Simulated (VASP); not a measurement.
# NaCl (m) (Fm-3m) in VASP: further runs, part 2 of 2

VASP 6.6.1. The steps go on from the part before.

## Step 3: Single point, PBEsol

This run uses another cell than the first one, of 21.98 Å³/atom, 1.007 times its volume.

File INCAR:

```
SYSTEM = NaCl
PREC = Accurate
ENCUT = 500
EDIFF = 1E-6
ISMEAR = 0
SIGMA = 0.02
LREAL = .FALSE.
LASPH = .TRUE.
NELM = 120
ALGO = Normal
ISIF = 2
LWAVE = .FALSE.
LCHARG = .FALSE.
GGA = PS
NBANDS = 14
GGA_COMPAT = .FALSE.
```

File KPOINTS:

```
Automatic mesh
0
G
  8 8 8
  0 0 0
```

File POSCAR:

```
NaCl
1.0
    0.0000000000      2.8009965048      2.8009965048
    2.8009965048      0.0000000000      2.8009965048
    2.8009965048      2.8009965048      0.0000000000
Na Cl
1 1
Direct
    0.0000000000      0.0000000000      0.0000000000
    0.5000000000      0.5000000000      0.5000000000
```

Potentials or basis: VASP PAW PBE potentials, release 64 (Na_pv, Cl).

The run is started by

```sh
> cat potpaw_PBE.64/Na_pv/POTCAR potpaw_PBE.64/Cl/POTCAR > POTCAR
> mpirun -np 1 vasp_std > vasp.out
```

OUTCAR:

```text
SYSTEM = NaCl
   PREC = Accurate
   ENCUT = 500
   EDIFF = 1E-6
   ISMEAR = 0
   LREAL = .FALSE.
   LASPH = .TRUE.
   NELM = 120
   ISIF = 2
   GGA = PS

 ion  position               nearest neighbor table
   1  0.000  0.000  0.000-
   2  0.500  0.500  0.500-

  LATTYP: Found a face centered cubic cell.
 ALAT       =     5.6019930096

  Lattice vectors:

 A1 = (   0.0000000000,   2.8009965048,   2.8009965048)
 A2 = (   2.8009965048,   0.0000000000,   2.8009965048)
 A3 = (   2.8009965048,   2.8009965048,   0.0000000000)

Analysis of symmetry for initial positions (statically):
=====================================================================
 Subroutine PRICEL returns:
 Original cell was already a primitive cell.

 Routine SETGRP: Setting up the symmetry group for a
 face centered cubic supercell.

 Subroutine GETGRP returns: Found 48 space group operations
 (whereof 48 operations were pure point group operations)
 out of a pool of 48 trial point group operations.

The static configuration has the point symmetry O_h .

Analysis of symmetry for dynamics (positions and initial velocities):
=====================================================================
 Subroutine PRICEL returns:
 Original cell was already a primitive cell.

 Routine SETGRP: Setting up the symmetry group for a
 face centered cubic supercell.

 Subroutine GETGRP returns: Found 48 space group operations
 (whereof 48 operations were pure point group operations)
 out of a pool of 48 trial point group operations.

The dynamic configuration has the point symmetry O_h .

 Subroutine INISYM returns: Found 48 space group operations
 (whereof 48 operations are pure point group operations),
 and found     1 'primitive' translations

----------------------------------------------------------------------------------------

                                     Primitive cell

  volume of cell :      43.9509

  direct lattice vectors                    reciprocal lattice vectors
[... 112 lines left out ...]
   GGA     = PS    functional components
   LHFCALC =     F    Hartree Fock is set to
   AEXX    =    0.0000 exact exchange contribution
   IVDW    =     0    specifies the selected vdW correction
   LEPSILON=     F    determine dielectric tensor
   LRPA    =     F    only Hartree local field effects (RPA)
 non-spin polarized calculation
 Gauss-broadening in eV      SIGMA  =   0.02
  energy-cutoff  :      500.00
  volume of cell :       43.95
 maximum number of plane-waves:      1139
 NGX is ok and might be reduce to    30
   NGX = 15   NGY = 15   NGZ = 15

 number of electron      14.0000004 magnetization

 Free energy of the ion-electron system (eV)
  ---------------------------------------------------
  ext. energy  EPLUGINS =         0.00000000
  ---------------------------------------------------
  free energy    TOTEN  =        -6.99821285 eV

  energy without entropy =       -6.99821285  energy(sigma->0) =       -6.99821285

 E-fermi :  -0.5600     XC(G=0):  -8.4233

 val. band max:       -0.6666332215   @ k =   0.0000   0.0000   0.0000
 cond. band min:       4.3396717421   @ k =   0.0000   0.0000   0.0000
 fundamental gap:      5.0063049636
 Fermi energy:        -0.5599526453

 k-point     1 :       0.0000    0.0000    0.0000
  band No.  band energies     occupation
      1     -21.2806      2.00000
      2     -21.2806      2.00000
      3     -21.2806      2.00000
      4     -13.3583      2.00000
      5      -0.6666      2.00000
      6      -0.6666      2.00000
      7      -0.6666      2.00000
      8       4.3397      0.00000
      9      10.3499      0.00000
     10      10.3499      0.00000
     11      10.3499      0.00000
     12      12.5975      0.00000
     13      12.5975      0.00000
     14      14.0040      0.00000
[... 377 lines left out ...]
      1     -21.3076      2.00000
      2     -21.2898      2.00000
      3     -21.2855      2.00000
      4     -12.9565      2.00000
      5      -2.4143      2.00000
      6      -1.4786      2.00000
      7      -1.1036      2.00000
      8       7.5302      0.00000
      9       8.8745      0.00000
     10       9.5112      0.00000
     11      11.0307      0.00000
     12      13.6600      0.00000
     13      14.9754      0.00000
     14      16.0560      0.00000

 [... further k-points ...]
[... 5 lines left out ...]
  --------------------------------------------------------------------------------------
  -------------------------------------------------------------------------------------
  Total       -0.0007539     -0.0007539     -0.0007539     -0.0000000     -0.0000000      0.0000000
  in kB       -0.0274837     -0.0274837     -0.0274837     -0.0000000     -0.0000000      0.0000000
  external PRESSURE =      -0.0274837 kB  Pullay stress =       0.0000000 kB

 VOLUME and BASIS-vectors are now :
 -----------------------------------------------------------------------------
  energy-cutoff  :      500.00
  volume of cell :       43.95
      direct lattice vectors                 reciprocal lattice vectors
     0.000000000  2.800996505  2.800996505    -0.178507899  0.178507899  0.178507899
     2.800996505  0.000000000  2.800996505     0.178507899 -0.178507899  0.178507899
     2.800996505  2.800996505  0.000000000     0.178507899  0.178507899 -0.178507899

 POSITION                                       TOTAL-FORCE (eV/Angst)
 -----------------------------------------------------------------------------------
      0.00000      0.00000      0.00000         0.000000      0.000000      0.000000
      2.80100      2.80100      2.80100        -0.000000     -0.000000     -0.000000
 -----------------------------------------------------------------------------------
    total drift:                               -0.000000      0.000000      0.000000

  FREE ENERGIE OF THE ION-ELECTRON SYSTEM (eV)
  ---------------------------------------------------
  free  energy   TOTEN  =        -6.9982128532 eV

  energy  without entropy=       -6.9982128532  energy(sigma->0) =       -6.99821285
```

OSZICAR:

```text
N       E                     dE             d eps       ncg     rms          rms(c)
DAV:   1     0.990419119772E+02    0.99042E+02   -0.70173E+03   818   0.991E+02
DAV:   2     0.132631199261E+01   -0.97716E+02   -0.90367E+02   902   0.259E+02
DAV:   3    -0.701622632450E+01   -0.83425E+01   -0.82927E+01  1028   0.715E+01
DAV:   4    -0.715694789207E+01   -0.14072E+00   -0.14067E+00   920   0.992E+00
DAV:   5    -0.715990212846E+01   -0.29542E-02   -0.29541E-02  1068   0.148E+00    0.192E+00
DAV:   6    -0.700539500475E+01    0.15451E+00   -0.24881E-01   992   0.350E+00    0.137E+00
DAV:   7    -0.699484732037E+01    0.10548E-01   -0.61478E-02  1088   0.163E+00    0.930E-01
DAV:   8    -0.699829431015E+01   -0.34470E-02   -0.75394E-03   920   0.794E-01    0.286E-01
DAV:   9    -0.699818762352E+01    0.10669E-03   -0.19505E-04  1010   0.106E-01    0.175E-01
DAV:  10    -0.699822163228E+01   -0.34009E-04   -0.26506E-04   962   0.105E-01    0.534E-02
DAV:  11    -0.699821353507E+01    0.80972E-05   -0.16268E-05  1034   0.313E-02    0.177E-02
DAV:  12    -0.699821285322E+01    0.68185E-06   -0.29159E-06   974   0.113E-02
   1 F= -.69982129E+01 E0= -.69982129E+01  d E =-.290935E-16
```

Run time: 35 s. Hardware: 1 thread of Intel Xeon 8259CL, shared host; peak memory 0.16 GiB.

Results:

```yaml
Free_energy: -6.9982 eV
Pressure: 0.0 GPa
Band_gap_on_the_k_mesh: 5.01 eV, direct
```

Caveat: the PAW data sets were made with another functional, which shifts forces and pressure a little.

## Step 4: Single point, PBEsol

This run uses another cell than the first one, of 21.98 Å³/atom, 1.007 times its volume.

File INCAR:

```
PREC = Accurate
ENCUT = 500
EDIFF = 1E-6
ISMEAR = 0
SIGMA = 0.02
LREAL = False
LASPH = True
NELM = 120
ALGO = Normal
ISIF = 2
LWAVE = False
LCHARG = True
GGA = PS
LELF = True
LVHAR = True
NBANDS = 14
GGA_COMPAT = False
```

File KPOINTS:

```
regular mesh
0
Gamma
  8 8 8
```

POSCAR is that of step 3.

The run is started by

```sh
> cat potpaw_PBE.64/Na_pv/POTCAR potpaw_PBE.64/Cl/POTCAR > POTCAR
> mpirun -np 1 vasp_std > vasp.out
```

Run time: 33 s. Hardware: 1 thread of Intel Xeon 8259CL, shared host; peak memory 0.16 GiB.

It converged, with:

| Item | Value |
| --- | --- |
| Free energy | -6.9982 eV |
| Pressure | 0.0 GPa |
| Band gap on the k mesh | 5.01 eV, direct |

Levels at points of the mesh, in eV from the valence-band top:
| k point | band 4 | band 5 | band 6 | band 7 | band 8 | band 9 | band 10 | band 11 |
| --- | --- | --- | --- | --- | --- | --- | --- | --- |
| (0.00, 0.00, 0.00) | -12.69 | 0.00 | 0.00 | 0.00 | 5.01 | 11.02 | 11.02 | 11.02 |
| (0.50, 0.00, 0.00) | -12.32 | -2.03 | -0.28 | -0.28 | 7.11 | 10.66 | 10.91 | 10.91 |
| (0.50, 0.50, 0.00) | -12.27 | -1.76 | -0.63 | -0.63 | 7.49 | 7.87 | 11.27 | 14.80 |

Caveat: the PAW data sets were made with another functional, which shifts forces and pressure a little.
